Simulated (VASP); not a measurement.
# ZnSnP2 (I-42d) in VASP: notebook

The runs below take ZnSnP2 through single point, with PBEsol.

Program: VASP 6.6.1. These are calculated values, not measurements. Logs are shortened: lines on timing, memory, paths and dates and some standing lists are left out, and cuts for length are marked.

**1. The cell of the first run**

It takes space group I-42d (No. 122, tetragonal). Conventional cell: a = 5.481 Å, b = 5.481 Å, c = 11.281 Å, α = 90.00°, β = 90.00°, γ = 90.00°. Within 3.1 Å of Zn (site symmetry -4) lie 4 P at 2.32 Å. Within 3.3 Å of Sn (site symmetry -4) lie 4 P at 2.48 Å. P (site symmetry 2) has 2 Zn at 2.32 Å and 2 Sn at 2.48 Å within 3.1 Å.

**2. Single point, PBEsol**

File INCAR:

```
SYSTEM = ZnSnP2
PREC = Accurate
ENCUT = 500
EDIFF = 1E-6
ISMEAR = 0
SIGMA = 0.05
LREAL = .FALSE.
LASPH = .TRUE.
NELM = 120
ALGO = Normal
ISIF = 2
LWAVE = .FALSE.
LCHARG = .FALSE.
GGA = PS
NBANDS = 46
GGA_COMPAT = .FALSE.
```

File KPOINTS:

```
regular mesh
0
G
  8 8 8
  0 0 0
```

File POSCAR:

```
ZnSnP2
1.0
   -2.7403000000      2.7403000000      5.6407460960
    2.7403000000     -2.7403000000      5.6407460960
    2.7403000000      2.7403000000     -5.6407460960
Zn Sn P
2 2 4
Direct
    0.7500000000      0.2500000000      0.5000000000
    0.0000000000      0.0000000000      0.0000000000
    0.2500000000      0.7500000000      0.5000000000
    0.5000000000      0.5000000000      0.0000000000
    0.3750000000      0.3504879709      0.4754879709
    0.6495120291      0.1250000000      0.0245120291
    0.1004879709      0.6250000000      0.9754879709
    0.8750000000      0.8995120291      0.5245120291
```

Potentials or basis: VASP PAW PBE potentials, release 64 (Zn, Sn_d, P).

Command:

```bash
$ cat potpaw_PBE.64/Zn/POTCAR potpaw_PBE.64/Sn_d/POTCAR potpaw_PBE.64/P/POTCAR > POTCAR
$ mpirun -np 1 vasp_std > vasp.out
```

OUTCAR:

```text
SYSTEM = ZnSnP2
   PREC = Accurate
   ENCUT = 500
   EDIFF = 1E-6
   ISMEAR = 0
   LREAL = .FALSE.
   LASPH = .TRUE.
   NELM = 120
   ISIF = 2
   GGA = PS

 ion  position               nearest neighbor table
   1  0.750  0.250  0.500-   6 2.32   7 2.32   8 2.32   5 2.32
   2  0.000  0.000  0.000-   5 2.32   6 2.32   8 2.32   7 2.32
   3  0.250  0.750  0.500-   5 2.48   6 2.48   8 2.48   7 2.48
   4  0.500  0.500  0.000-   7 2.48   6 2.48   8 2.48   5 2.48
   5  0.375  0.350  0.475-   2 2.32   1 2.32   3 2.48   4 2.48
   6  0.650  0.125  0.025-   1 2.32   2 2.32   4 2.48   3 2.48
   7  0.100  0.625  0.975-   1 2.32   2 2.32   4 2.48   3 2.48
   8  0.875  0.900  0.525-   1 2.32   2 2.32   3 2.48   4 2.48

  LATTYP: Found a body centered tetragonal cell.
 ALAT       =     5.4806000000
 C/A-ratio  =     2.0584410816

  Lattice vectors:

 A1 = (  -2.7403000000,   2.7403000000,   5.6407460960)
 A2 = (   2.7403000000,  -2.7403000000,   5.6407460960)
 A3 = (   2.7403000000,   2.7403000000,  -5.6407460960)

Analysis of symmetry for initial positions (statically):
=====================================================================
 Subroutine PRICEL returns:
 Original cell was already a primitive cell.

 Routine SETGRP: Setting up the symmetry group for a
 body centered tetragonal supercell.

 Subroutine GETGRP returns: Found  8 space group operations
 (whereof  4 operations were pure point group operations)
 out of a pool of 16 trial point group operations.

The static configuration has the point symmetry S_4 .
 The point group associated with its full space group is D_2d.

Analysis of symmetry for dynamics (positions and initial velocities):
=====================================================================
 Subroutine PRICEL returns:
 Original cell was already a primitive cell.

 Routine SETGRP: Setting up the symmetry group for a
 body centered tetragonal supercell.

 Subroutine GETGRP returns: Found  8 space group operations
 (whereof  4 operations were pure point group operations)
 out of a pool of 16 trial point group operations.

The dynamic configuration has the point symmetry S_4 .
 The point group associated with its full space group is D_2d.

 Subroutine INISYM returns: Found  8 space group operations
 (whereof  4 operations are pure point group operations),
 and found     1 'primitive' translations

----------------------------------------------------------------------------------------

                                     Primitive cell

  volume of cell :     169.4310

  direct lattice vectors                    reciprocal lattice vectors
    -2.740300000  2.740300000  5.640746096     0.000000000  0.182461774  0.088640756
     2.740300000 -2.740300000  5.640746096     0.182461774  0.000000000  0.088640756
     2.740300000  2.740300000 -5.640746096     0.182461774  0.182461774  0.000000000

  length of vectors
     6.843720092  6.843720092  6.843720092     0.202853353  0.202853353  0.258039916

  position of ions in fractional coordinates (direct lattice)
     0.750000000  0.250000000  0.500000000
     0.000000000  0.000000000  0.000000000
     0.250000000  0.750000000  0.500000000
     0.500000000  0.500000000  0.000000000
     0.375000000  0.350487971  0.475487971
     0.649512029  0.125000000  0.024512029
     0.100487971  0.625000000  0.975487971
     0.875000000  0.899512029  0.524512029

  ion indices of the primitive-cell ions
   primitive index   ion index
                 1           1
                 2           2
                 3           3
                 4           4
                 5           5
                 6           6
                 7           7
                 8           8

----------------------------------------------------------------------------------------

 KPOINTS: regular mesh

Automatic generation of k-mesh.
 Grid dimensions read from file:
 generate k-points for:    8    8    8

 Generating k-lattice:

  Cartesian coordinates                     Fractional coordinates (reciprocal lattice)
     0.000000000  0.022807722  0.011080095     0.125000000  0.000000000 -0.000000000
     0.022807722  0.000000000  0.011080095     0.000000000  0.125000000 -0.000000000
     0.022807722  0.022807722  0.000000000     0.000000000  0.000000000  0.125000000

  Length of vectors
     0.025356669  0.025356669  0.032254989

  Shift w.r.t. Gamma in fractional coordinates (k-lattice)
     0.000000000  0.000000000  0.000000000

 Subroutine IBZKPT returns following result:
 ===========================================

 Found     59 irreducible k-points:

 Following reciprocal coordinates:
            Coordinates               Weight
  0.000000  0.000000  0.000000      1.000000
  0.125000  0.000000 -0.000000      8.000000
  0.250000  0.000000 -0.000000      8.000000
  0.375000  0.000000 -0.000000      8.000000
  0.500000  0.000000 -0.000000      4.000000
  0.125000  0.125000 -0.000000      8.000000
[... 16 lines left out ...]
  0.250000  0.125000  0.125000     16.000000
  0.375000  0.125000  0.125000      8.000000
 [... further k-points ...]
   k-points           NKPTS =     59   k-points in BZ     NKDIM =     59   number of bands    NBANDS=     46
   number of dos      NEDOS =    301   number of ions     NIONS =      8
   total plane-waves  NPLWV = 125000
   dimension x,y,z NGX =    50 NGY =   50 NGZ =   50
   dimension x,y,z NGXF=   100 NGYF=  100 NGZF=  100
   ions per type =               2   2   4
   NGX,Y,Z   is equivalent  to a cutoff of  12.15, 12.15, 12.15 a.u.
   NGXF,Y,Z  is equivalent  to a cutoff of  24.29, 24.29, 24.29 a.u.
 SYSTEM =  ZnSnP2
   PREC   = accura    normal or accurate (medium, high low for compatibility)
   ISTART =      0    job   : 0-new  1-cont  2-samecut
   ICHARG =      2    charge: 1-file 2-atom 10-const
   ISPIN  =      1    spin polarized calculation?
   LNONCOLLINEAR =      F non collinear calculations
   LSORBIT =      F    spin-orbit coupling
   LASPH  =      T    aspherical Exc in radial PAW
   ENCUT  =  500.0 eV  36.75 Ry    6.06 a.u.  12.48 12.48 12.48*2*pi/ulx,y,z
   NELM   =    120;   NELMIN=  2; NELMDL= -5     # of ELM steps
   EDIFF  = 0.1E-05   stopping-criterion for ELM
   LREAL  =      F    real-space projection
   EDIFFG = 0.1E-04   stopping-criterion for IOM
   NSW    =      0    number of steps for IOM
   IBRION =     -1    ionic relax: 0-MD 1-quasi-New 2-CG
   NFREE  =      0    steps in history (QN), initial steepest desc. (CG)
   ISIF   =      2    stress and relaxation
   ISYM   =      2    0-nonsym 1-usesym 2-fastsym
   POTIM  = 0.5000    time-step for ionic-motion
   TEBEG  =    0.0;   TEEND  =   0.0 temperature during run
   PSTRESS=    0.0 pullay stress
   NELECT =      72.0000    total number of electrons
   NUPDOWN=      -1.0000    fix difference up-down
   EMIN   =  10.00;   EMAX   =-10.00  energy-range for DOS
   EFERMI =   0.00;   METHOD = LEGACY
   ISMEAR =     0;   SIGMA  =   0.05  broadening in eV -4-tet -1-fermi 0-gaus
   EFERMI_NEDOS =   21; number of points for ismear=-14 and -15
   IALGO  =     38    algorithm
   IMIX   =      4    mixing-type and parameters
     AMIX     =   0.40;   BMIX     =  1.00
     AMIX_MAG =   1.60;   BMIX_MAG =  1.00
  volume/ion in A,a.u.               =      21.18       142.92
  Fermi-wavevector in a.u.,A,eV,Ry     =   1.230802  2.325878 20.611095  1.514873
  Thomas-Fermi vector in A             =   2.365636
   LORBIT       =      0    0 simple, 1 ext, 2 COOP (PROOUT), +10 PAW based schemes
   GGA     = PS    functional components
   LHFCALC =     F    Hartree Fock is set to
   AEXX    =    0.0000 exact exchange contribution
   IVDW    =     0    specifies the selected vdW correction
   LEPSILON=     F    determine dielectric tensor
   LRPA    =     F    only Hartree local field effects (RPA)
 non-spin polarized calculation
 Gauss-broadening in eV      SIGMA  =   0.05
  energy-cutoff  :      500.00
  volume of cell :      169.43
 maximum number of plane-waves:      4340
 NGX is ok and might be reduce to    50
   NGX = 25   NGY = 25   NGZ = 25

 number of electron      72.0000016 magnetization

 Free energy of the ion-electron system (eV)
  ---------------------------------------------------
  ext. energy  EPLUGINS =         0.00000000
  ---------------------------------------------------
  free energy    TOTEN  =       -36.02358361 eV

  energy without entropy =      -36.02358361  energy(sigma->0) =      -36.02358361

 E-fermi :   5.5674     XC(G=0): -10.0238

 val. band max:        5.3554830572   @ k =   0.0000   0.0000   0.0000
 cond. band min:       6.3787604464   @ k =   0.0000   0.0000   0.0000
 fundamental gap:      1.0232773892
 Fermi energy:         5.5673615748

 k-point     1 :       0.0000    0.0000    0.0000
  band No.  band energies     occupation
      1     -16.3208      2.00000
      2     -16.3164      2.00000
      3     -16.3164      2.00000
      4     -16.2970      2.00000
      5     -16.2782      2.00000
      6     -16.2782      2.00000
[... 38 lines left out ...]
     45      10.0523      0.00000
     46      10.1516      0.00000

 k-point     2 :       0.1250    0.0000   -0.0000
  band No.  band energies     occupation
      1     -16.3211      2.00000
      2     -16.3165      2.00000
      3     -16.3157      2.00000
      4     -16.2974      2.00000
      5     -16.2798      2.00000
      6     -16.2774      2.00000
[... 38 lines left out ...]
     45       9.8462      0.00000
     46      10.2087      0.00000

 k-point     3 :       0.2500    0.0000   -0.0000
  band No.  band energies     occupation
      1     -16.3217      2.00000
      2     -16.3169      2.00000
      3     -16.3136      2.00000
      4     -16.2979      2.00000
      5     -16.2839      2.00000
      6     -16.2756      2.00000
[... 1018 lines left out ...]
     45      10.4105      0.00000
     46      10.7849      0.00000

 k-point    24 :       0.3750    0.1250    0.1250
  band No.  band energies     occupation
      1     -16.3197      2.00000
      2     -16.3184      2.00000
      3     -16.3081      2.00000
      4     -16.2944      2.00000
      5     -16.2934      2.00000
      6     -16.2806      2.00000
[... 38 lines left out ...]
     45      10.5610      0.00000
     46      10.6367      0.00000

 [... further k-points ...]

------------------------ aborting loop because EDIFF is reached ----------------------------------------

  FORCE on cell =-STRESS in cart. coord.  units (eV):
  Direction    XX          YY          ZZ          XY          YZ          ZX
  --------------------------------------------------------------------------------------
  -------------------------------------------------------------------------------------
  Total        5.1226400      5.1226400      3.5236463      0.0000000     -0.0000000      0.0000000
  in kB       48.4408390     48.4408390     33.3203937      0.0000000     -0.0000000      0.0000000
  external PRESSURE =      43.4006905 kB  Pullay stress =       0.0000000 kB

 VOLUME and BASIS-vectors are now :
 -----------------------------------------------------------------------------
  energy-cutoff  :      500.00
  volume of cell :      169.43
      direct lattice vectors                 reciprocal lattice vectors
    -2.740300000  2.740300000  5.640746096     0.000000000  0.182461774  0.088640756
     2.740300000 -2.740300000  5.640746096     0.182461774  0.000000000  0.088640756
     2.740300000  2.740300000 -5.640746096     0.182461774  0.182461774  0.000000000

 POSITION                                       TOTAL-FORCE (eV/Angst)
 -----------------------------------------------------------------------------------
     -0.00000      2.74030      2.82037         0.000000      0.000000     -0.000000
      0.00000      0.00000      0.00000        -0.000000      0.000000      0.000000
      2.74030     -0.00000      2.82037         0.000000      0.000000     -0.000000
      0.00000      0.00000      5.64075        -0.000000      0.000000     -0.000000
      1.23581      1.37015      1.41019        -0.126393      0.000000      0.000000
     -1.37015      1.50449      4.23056         0.000000      0.126393     -0.000000
      4.11045      1.23581     -1.41019        -0.000000     -0.126393      0.000000
      1.50449      1.37015      7.05093         0.126393      0.000000     -0.000000
 -----------------------------------------------------------------------------------
    total drift:                               -0.000009     -0.000009     -0.000010

  FREE ENERGIE OF THE ION-ELECTRON SYSTEM (eV)
  ---------------------------------------------------
  free  energy   TOTEN  =       -36.0235836060 eV

  energy  without entropy=      -36.0235836060  energy(sigma->0) =      -36.02358361
```

Wall time 15 min (1 thread of Oxide Virtual Turin-like, shared host); peak memory 0.55 GiB.

Results:

```yaml
Free_energy: -36.0236 eV
Pressure: 4.3 GPa
Largest_force: 0.126 eV/Å
Band_gap_on_the_k_mesh: 1.02 eV
```

Forces in eV/Å, atoms in the order of the input:
```
Zn   0.000  0.000  0.000
Zn   0.000  0.000  0.000
Sn   0.000  0.000  0.000
Sn   0.000  0.000  0.000
P   -0.126  0.000  0.000
P    0.000  0.126  0.000
P    0.000 -0.126  0.000
P    0.126  0.000  0.000
```

Stress tensor (GPa, compression positive):
```
4.84 0.00 0.00
0.00 4.84 0.00
0.00 0.00 3.33
```

Levels at points of the mesh, in eV from the valence-band top:
```csv
k point,band 33,band 34,band 35,band 36,band 37,band 38,band 39,band 40
"(0.00, 0.00, 0.00)",-2.74,-0.16,0.00,0.00,1.02,1.21,1.55,3.19
"(0.50, 0.00, 0.00)",-2.50,-2.25,-1.69,-1.19,2.53,2.53,2.66,3.49
"(0.50, 0.50, 0.00)",-1.15,-1.15,-0.95,-0.95,1.11,1.11,2.94,2.94
"(0.50, 0.50, 0.50)",-1.83,-1.83,-1.55,-1.55,1.03,1.03,1.18,1.18
```

Caveat: the cell stands under pressure; the PAW data sets were made with another functional, which shifts forces and pressure a little; spin-orbit coupling is left out, which moves the levels of the heavy elements. A k mesh can miss the band edges.

**3. Single point, PBEsol**

This run uses another cell than the first one, of 21.72 Å³/atom.

File INCAR:

```
PREC = Accurate ; ENCUT = 500
EDIFF = 1E-6 ; ISMEAR = 0
SIGMA = 0.05 ; LREAL = F
LASPH = T ; NELM = 120
ALGO = Normal ; ISIF = 2
LWAVE = F ; LCHARG = T
GGA = PS ; LELF = T
LVHAR = T ; NBANDS = 46
GGA_COMPAT = F
```

File KPOINTS:

```
Automatic mesh
0
Gamma
  8 8 8
```

POSCAR, as its differences from that of step 2:

```diff
@@ -2,5 +2,5 @@
 1.0
-   -2.7403000000      2.7403000000      5.6407460960
-    2.7403000000     -2.7403000000      5.6407460960
-    2.7403000000      2.7403000000     -5.6407460960
+   -2.8105826831      2.8105826831      5.4997500000
+    2.8105826831     -2.8105826831      5.4997500000
+    2.8105826831      2.8105826831     -5.4997500000
 Zn Sn P
```

Potentials or basis: VASP PAW PBE potentials, release 64 (Zn, Sn_d, P).

Command:

```bash
$ cat potpaw_PBE.64/Zn/POTCAR potpaw_PBE.64/Sn_d/POTCAR potpaw_PBE.64/P/POTCAR > POTCAR
$ mpirun -np 1 vasp_std > vasp.out
```

Wall time 15 min (1 thread of Oxide Virtual Turin-like, shared host); peak memory 0.56 GiB.

The run converged. Its results:

| Item | Value |
| --- | --- |
| Free energy | -36.1116 eV |
| Pressure | 2.1 GPa |
| Largest force | 0.009 eV/Å |
| Band gap on the k mesh | 0.88 eV |

Forces on the atoms (eV/Å):
```
Zn   0.000  0.000  0.000
Zn   0.000  0.000  0.000
Sn   0.000  0.000  0.000
Sn   0.000  0.000  0.000
P    0.009  0.000  0.000
P    0.000 -0.009  0.000
P    0.000  0.009  0.000
P   -0.009  0.000  0.000
```

Stress tensor (GPa, compression positive):
```
1.61 0.00 0.00
0.00 1.61 0.00
0.00 0.00 2.95
```

Levels at points of the mesh, in eV from the valence-band top:
| k point | band 33 | band 34 | band 35 | band 36 | band 37 | band 38 | band 39 | band 40 |
| --- | --- | --- | --- | --- | --- | --- | --- | --- |
| (0.00, 0.00, 0.00) | -2.87 | -0.11 | -0.11 | 0.00 | 0.88 | 1.01 | 1.28 | 3.25 |
| (0.50, 0.00, 0.00) | -2.45 | -2.07 | -1.63 | -1.11 | 2.53 | 2.56 | 2.68 | 3.53 |
| (0.50, 0.50, 0.00) | -1.32 | -1.32 | -0.94 | -0.94 | 1.03 | 1.03 | 2.60 | 2.60 |
| (0.50, 0.50, 0.50) | -1.96 | -1.96 | -1.64 | -1.64 | 1.17 | 1.17 | 1.17 | 1.17 |

Caveat: the PAW data sets were made with another functional, which shifts forces and pressure a little; spin-orbit coupling is left out, which moves the levels of the heavy elements. A k mesh can miss the band edges.
